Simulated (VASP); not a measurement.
**Sc12H (a cell with a defect): single point with LDA**

Sc12H (a cell with a defect):

```xyz
13
Lattice="6.6200 0.0000 0.0000 -4.9650 8.5996 0.0000 0.0000 0.0000 5.2761" Properties=species:S:1:pos:R:3 pbc="T T T"
Sc   -0.0027   -0.0010    0.0608
Sc   -0.0019    1.9691    2.6344
Sc   -1.6542    2.8533   -0.0064
Sc   -1.6728    4.7537    2.6293
Sc   -3.3086    5.7481   -0.0074
Sc   -3.2846    7.6254    2.6357
Sc    3.3098   -0.0045   -0.0055
Sc    3.3060    1.9043    2.6319
Sc    1.6491    2.8693   -0.0057
Sc    1.6596    4.7932    2.6298
Sc   -0.0079    5.7294   -0.0095
Sc   -0.0344    7.6227    2.6345
H    -0.0050    0.0132    2.4725
```

| Item | Value |
| --- | --- |
| Program | VASP 6.6.1 |
| Task | single point |
| Functional | LDA |
| Potentials or basis | VASP PAW LDA potentials, release 64 (Sc_sv, H) |
| Cutoff | 520 eV |
| k mesh | 3 × 2 × 3 |
| Occupations | gaussian, width 0.05 eV |
| Spin | no spin polarisation |

```
Pressure               : -5.2 GPa
Largest force          : 0.267 eV/Å
Band gap on the k mesh : zero (an odd number of electrons rules out a gap without spin polarisation)
```

Forces on the atoms (eV/Å):
```
Sc   0.001  0.004  0.120
Sc  -0.001  0.006  0.032
Sc   0.007  0.000  0.007
Sc  -0.003 -0.001  0.002
Sc   0.006  0.011  0.007
Sc   0.008 -0.012  0.035
Sc   0.000 -0.013  0.010
Sc   0.001  0.001  0.003
Sc  -0.008  0.002  0.011
Sc   0.001 -0.001  0.004
Sc  -0.005  0.003  0.002
Sc  -0.009 -0.006  0.033
H    0.000  0.006 -0.267
```

Stress tensor (GPa, compression positive):
```
-4.40 -0.01  0.00
-0.01 -4.35 -0.02
 0.00 -0.02 -6.93
```

Levels at points of the mesh, in eV from the Fermi level:
```csv
k point,band 64,band 65,band 66,band 67,band 68,band 69
"(0.00, 0.00, 0.00)",-0.53,-0.47,-0.42,-0.27,-0.26,0.01
"(0.00, 0.50, 0.00)",-0.56,-0.48,-0.27,-0.26,-0.25,0.01
```

Wall time 4.8 min on 1 thread of Intel(R) Xeon(R) Platinum 8488C (Sapphire Rapids) (shared host), peak memory 0.38 GiB.

Caveat: the k points lie up to 0.40 Å⁻¹ apart, too coarse for converged energies and pressures of a metal.
